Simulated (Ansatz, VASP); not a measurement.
## Y in VASP and in Ansatz

```
CELL_PARAMETERS angstrom
0.00000 2.84620 2.84620
2.84620 0.00000 2.84620
2.84620 2.84620 0.00000
ATOMIC_POSITIONS crystal
Y 0.87500 0.87500 0.87500
Y 0.12500 0.12500 0.12500
```

Change from the starting cell: volume scaled by 0.58, LAPW.

Alike in both runs: task single point; functional PBEsol; k mesh 10 × 10 × 10; occupations fermi-dirac, width 0.08 eV; no spin polarisation.

|  | VASP | Ansatz |
| --- | --- | --- |
| version | VASP 6.6.1 | Ansatz 0.2.0 |
| potentials or method | VASP PAW PBE potentials, release 64 (Y_sv), cutoff 520 eV | all-electron LAPW, scalar-relativistic |

|  | VASP | Ansatz | Ansatz less VASP |
| --- | --- | --- | --- |
| pressure (GPa) | 16.8 | 16.7 | -0.11 |

VASP's potentials were made for PBE, not for PBEsol. Ansatz ran all-electron here, and VASP with PAW potentials.
